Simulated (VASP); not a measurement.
# MoS2 (P3m1) in VASP: further runs

Runs on MoS2. Level: PBE+D3(BJ). Tasks: single point.

Everything below comes from runs of VASP 6.6.1. Logs are shortened: lines on timing, memory, paths and dates and some standing lists are left out, and cuts for length are marked.

### Step 1. The cell of the first run

The structure is trigonal, space group P3m1 (No. 156). The conventional cell has a = 3.150 Å, b = 3.150 Å, c = 6.648 Å, α = 90.00°, β = 90.00°, γ = 120.00°. Mo (site symmetry 3m) has 6 S at 2.34 to 2.47 Å and 6 Mo at 3.15 Å within 3.2 Å. S (site symmetry 3m) has 3 Mo at 2.34 Å and 7 S at 3.13 to 3.15 Å within 3.2 Å. Within 3.3 Å of S (site symmetry 3m) lie 3 Mo at 2.47 Å and 7 S at 3.13 to 3.15 Å.

### Step 2. Single point, PBE+D3(BJ) (all S atoms moved -0.100 Å, as atom 2 along Cartesian [0 0 1])

File INCAR:

```
SYSTEM = MoS2
PREC = Accurate
ENCUT = 520
EDIFF = 1E-6
ISMEAR = 0
SIGMA = 0.05
LREAL = .FALSE.
LASPH = .TRUE.
NELM = 60
ALGO = Normal
ISIF = 2
LWAVE = .FALSE.
LCHARG = .FALSE.
GGA = PE
IVDW = 12
NBANDS = 20
```

File KPOINTS:

```
regular mesh
0
G
  12 12 4
  0 0 0
```

File POSCAR:

```
MoS2
1.0
    3.1497239970      0.0000000000      0.0000000000
   -1.5748619985      2.7277409963      0.0000000000
    0.0000000000      0.0000000000      6.6475426602
Mo S
1 2
Direct
    0.0000000000      0.0000000000      0.0000000000
    0.3333333333      0.6666666667      0.2206260846
    0.3333333333      0.6666666667      0.7492876098
```

Potentials or basis: VASP PAW PBE potentials, release 64 (Mo_sv, S).

On the command line:

```console
$ cat potpaw_PBE.64/Mo_sv/POTCAR potpaw_PBE.64/S/POTCAR > POTCAR
$ mpirun -np 1 vasp_std > vasp.out
```

OUTCAR:

```text
SYSTEM = MoS2
   PREC = Accurate
   ENCUT = 520
   EDIFF = 1E-6
   ISMEAR = 0
   LREAL = .FALSE.
   LASPH = .TRUE.
   NELM = 60
   ISIF = 2
   GGA = PE
   IVDW = 12
 IVDW          = 12

 ion  position               nearest neighbor table
   1  0.000  0.000  0.000-   2 2.34   2 2.34   2 2.34   3 2.47   3 2.47   3 2.47
   2  0.333  0.667  0.221-   1 2.34   1 2.34   1 2.34
   3  0.333  0.667  0.749-   1 2.47   1 2.47   1 2.47

  LATTYP: Found a hexagonal cell.
 ALAT       =     3.1497239970
 C/A-ratio  =     2.1105159266

  Lattice vectors:

 A1 = (   3.1497239970,   0.0000000000,   0.0000000000)
 A2 = (  -1.5748619985,   2.7277409963,   0.0000000000)
 A3 = (   0.0000000000,   0.0000000000,   6.6475426602)

Analysis of symmetry for initial positions (statically):
=====================================================================
 Subroutine PRICEL returns:
 Original cell was already a primitive cell.

 Routine SETGRP: Setting up the symmetry group for a
 hexagonal supercell.

 Subroutine GETGRP returns: Found  6 space group operations
 (whereof  6 operations were pure point group operations)
 out of a pool of 24 trial point group operations.

The static configuration has the point symmetry C_3v.

Analysis of symmetry for dynamics (positions and initial velocities):
=====================================================================
 Subroutine PRICEL returns:
 Original cell was already a primitive cell.

 Routine SETGRP: Setting up the symmetry group for a
 hexagonal supercell.

 Subroutine GETGRP returns: Found  6 space group operations
 (whereof  6 operations were pure point group operations)
 out of a pool of 24 trial point group operations.

The dynamic configuration has the point symmetry C_3v.

 Subroutine INISYM returns: Found  6 space group operations
 (whereof  6 operations are pure point group operations),
 and found     1 'primitive' translations

----------------------------------------------------------------------------------------

                                     Primitive cell

  volume of cell :      57.1132

  direct lattice vectors                    reciprocal lattice vectors
     3.149723997  0.000000000  0.000000000     0.317488136  0.183301861  0.000000000
    -1.574861999  2.727740996  0.000000000     0.000000000  0.366603721  0.000000000
[... 83 lines left out ...]
   LSORBIT =      F    spin-orbit coupling
   LASPH  =      T    aspherical Exc in radial PAW
   ENCUT  =  520.0 eV  38.22 Ry    6.18 a.u.   5.86  5.86 12.36*2*pi/ulx,y,z
   NELM   =     60;   NELMIN=  2; NELMDL= -5     # of ELM steps
   EDIFF  = 0.1E-05   stopping-criterion for ELM
   LREAL  =      F    real-space projection
   EDIFFG = 0.1E-04   stopping-criterion for IOM
   NSW    =      0    number of steps for IOM
   IBRION =     -1    ionic relax: 0-MD 1-quasi-New 2-CG
   NFREE  =      0    steps in history (QN), initial steepest desc. (CG)
   ISIF   =      2    stress and relaxation
   ISYM   =      2    0-nonsym 1-usesym 2-fastsym
   POTIM  = 0.5000    time-step for ionic-motion
   TEBEG  =    0.0;   TEEND  =   0.0 temperature during run
   PSTRESS=    0.0 pullay stress
   NELECT =      26.0000    total number of electrons
   NUPDOWN=      -1.0000    fix difference up-down
   EMIN   =  10.00;   EMAX   =-10.00  energy-range for DOS
   EFERMI =   0.00;   METHOD = LEGACY
   ISMEAR =     0;   SIGMA  =   0.05  broadening in eV -4-tet -1-fermi 0-gaus
   EFERMI_NEDOS =   21; number of points for ismear=-14 and -15
   IALGO  =     38    algorithm
   IMIX   =      4    mixing-type and parameters
     AMIX     =   0.40;   BMIX     =  1.00
     AMIX_MAG =   1.60;   BMIX_MAG =  1.00
  volume/ion in A,a.u.               =      19.04       128.47
  Fermi-wavevector in a.u.,A,eV,Ry     =   1.259371  2.379866 21.579049  1.586015
  Thomas-Fermi vector in A             =   2.392934
   LORBIT       =      0    0 simple, 1 ext, 2 COOP (PROOUT), +10 PAW based schemes
   GGA     = PE    functional components
   LHFCALC =     F    Hartree Fock is set to
   AEXX    =    0.0000 exact exchange contribution
   IVDW    =    12    specifies the selected vdW correction
   LEPSILON=     F    determine dielectric tensor
   LRPA    =     F    only Hartree local field effects (RPA)
 non-spin polarized calculation
 Gauss-broadening in eV      SIGMA  =   0.05
  energy-cutoff  :      520.00
  volume of cell :       57.11
 maximum number of plane-waves:      1552
   NGX = 11   NGY = 11   NGZ = 25

 number of electron      26.0000002 magnetization

 Free energy of the ion-electron system (eV)
  ---------------------------------------------------
  ext. energy  EPLUGINS =         0.00000000
  ---------------------------------------------------
  free energy    TOTEN  =       -21.64564135 eV

  energy without entropy =      -21.64564135  energy(sigma->0) =      -21.64564135

 E-fermi :   6.8035     XC(G=0): -10.3007

 val. band max:        6.5729796951   @ k =   0.0000   0.0000   0.5000
 cond. band min:       7.5879659576   @ k =   0.1667   0.1667   0.0000
 fundamental gap:      1.0149862625
 Fermi energy:         6.8034863426

 k-point     1 :       0.0000    0.0000    0.0000
  band No.  band energies     occupation
      1     -54.7760      2.00000
      2     -28.9452      2.00000
      3     -28.7007      2.00000
      4     -28.7007      2.00000
      5      -8.2054      2.00000
      6      -6.7326      2.00000
[... 541 lines left out ...]
     19      14.8771      0.00000
     20      15.9611      0.00000

 [... further k-points ...]

------------------------ aborting loop because EDIFF is reached ----------------------------------------

 Edisp (eV)   -1.19266

 E8    (eV) :    -0.4817

  FORCE on cell =-STRESS in cart. coord.  units (eV):
  Direction    XX          YY          ZZ          XY          YZ          ZX
  --------------------------------------------------------------------------------------
  -------------------------------------------------------------------------------------
  Total       0.29574     0.29574     0.17791     0.00000     0.00000     0.00000
  in kB       8.29635     8.29635     4.99078     0.00000     0.00000     0.00000
  external pressure =        7.19 kB  Pullay stress =        0.00 kB

 VOLUME and BASIS-vectors are now :
 -----------------------------------------------------------------------------
  energy-cutoff  :      520.00
  volume of cell :       57.11
      direct lattice vectors                 reciprocal lattice vectors
     3.149723997  0.000000000  0.000000000     0.317488136  0.183301861  0.000000000
    -1.574861999  2.727740996  0.000000000     0.000000000  0.366603721  0.000000000
     0.000000000  0.000000000  6.647542660     0.000000000  0.000000000  0.150431528

 POSITION                                       TOTAL-FORCE (eV/Angst)
 -----------------------------------------------------------------------------------
      0.00000      0.00000      0.00000        -0.000000     -0.000000     -3.033955
     -0.00000      1.81849      1.46662        -0.000000      0.000000      1.685413
     -0.00000      1.81849      4.98092         0.000000      0.000000      1.348542
 -----------------------------------------------------------------------------------
    total drift:                                0.000000     -0.000000     -0.000247

  FREE ENERGIE OF THE ION-ELECTRON SYSTEM (eV)
  ---------------------------------------------------
  free  energy   TOTEN  =       -22.8382994522 eV

  energy  without entropy=      -22.8382994522  energy(sigma->0) =      -22.83829945
```

OSZICAR:

```text
N       E                     dE             d eps       ncg     rms          rms(c)
DAV:   1     0.184639084507E+03    0.18464E+03   -0.13372E+04  2768   0.122E+03
DAV:   2    -0.153591541259E+02   -0.20000E+03   -0.19441E+03  3380   0.314E+02
DAV:   3    -0.230105259419E+02   -0.76514E+01   -0.75909E+01  3420   0.576E+01
DAV:   4    -0.231029142335E+02   -0.92388E-01   -0.92340E-01  3432   0.673E+00
DAV:   5    -0.231045260811E+02   -0.16118E-02   -0.16118E-02  3480   0.852E-01    0.248E+01
DAV:   6    -0.220444676142E+02    0.10601E+01   -0.10672E+01  2928   0.196E+01    0.910E+00
DAV:   7    -0.217717848513E+02    0.27268E+00   -0.45216E+00  2860   0.117E+01    0.613E+00
DAV:   8    -0.216450302489E+02    0.12675E+00   -0.69047E-01  3072   0.485E+00    0.191E+00
DAV:   9    -0.216468517588E+02   -0.18215E-02   -0.30376E-02  3296   0.107E+00    0.694E-01
DAV:  10    -0.216454038978E+02    0.14479E-02   -0.77992E-03  3204   0.568E-01    0.209E-01
DAV:  11    -0.216456194456E+02   -0.21555E-03   -0.62232E-04  3180   0.155E-01    0.126E-01
DAV:  12    -0.216456056197E+02    0.13826E-04   -0.94360E-05  3300   0.548E-02    0.368E-02
DAV:  13    -0.216456417215E+02   -0.36102E-04   -0.45913E-05  2968   0.368E-02    0.223E-02
DAV:  14    -0.216456413456E+02    0.37585E-06   -0.47634E-06  3052   0.129E-02
   1 F= -.22838299E+02 E0= -.22838299E+02  d E =-.288251E-13
```

stdout:

```text
POSCAR found type information on POSCAR MoS
 POSCAR found :  2 types and       3 ions
 scaLAPACK will be used
 LDA part: xc-table for (Slater+PW92), standard interpolation
 POSCAR, INCAR and KPOINTS ok, starting setup
 FFT: planning ... GRIDC
 FFT: planning ... GRID_SOFT
 FFT: planning ... GRID
 WAVECAR not read
 entering main loop
```

Wall time 2 min (1 thread of Intel Xeon 8259CL, shared host); peak memory 0.23 GiB.

What came out:

```yaml
Free_energy: -22.8383 eV
Pressure: 0.7 GPa
Largest_force: 3.034 eV/Å
Band_gap_on_the_k_mesh: 1.01 eV (least direct gap 1.76 eV)
Dispersion_energy_per_atom: -0.398 eV
```

Forces on the atoms (eV/Å):
```
Mo   0.000  0.000 -3.034
S    0.000  0.000  1.685
S    0.000  0.000  1.349
```

Caveat: the cell differs from its parent crystal (all S atoms moved -0.100 Å, as atom 2 along Cartesian [0 0 1]); forces of over 1 eV/Å act on the atoms, so gaps and moduli don't describe the material at rest.

[end of part 1 of 2]
